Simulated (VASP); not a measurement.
Runs of VASP 6.6.1 on SiO2 (Stishovite). The structure is that of space group P4_2/mnm (No. 136), or close to it. The cells are those of the table. 

```tsv
level	cell	smearing	gap on the mesh (eV)	pressure (GPa)	largest force (eV/Å)
r2SCAN	a = 4.372, b = 4.372, c = 2.788 Å, 6 atoms	gaussian 0.01 eV	4.43	-30.8	0.01
PBE	a = 4.185, b = 4.185, c = 2.719 Å, 6 atoms	fermi-dirac 0.02 eV	(a)	2.8	0.07
PBE	a = 4.372, b = 4.372, c = 2.788 Å, 6 atoms	fermi-dirac 0.02 eV	3.56	-21.8	0.11
r2SCAN	a = 4.185, b = 4.384, c = 2.669 Å, 6 atoms	gaussian 0.01 eV	5.92	-11.0	(c)
PBE	a = 4.185, b = 4.185, c = 2.669 Å, 6 atoms	fermi-dirac 0.02 eV	5.54	(b)	0.10
```

Alike in all rows: task single point; potentials or basis VASP PAW PBE potentials, release 64 (Si, O); no spin polarisation; k mesh 6 × 6 × 10; cutoff (eV) 520.

Q: Fill in the values left out.

A: (a) 5.14; (b) 9.8; (c) 0.03.

Caveats: the PAW data sets were made with another functional, which shifts forces and pressure a little (some runs).

A k mesh can miss the band edges.
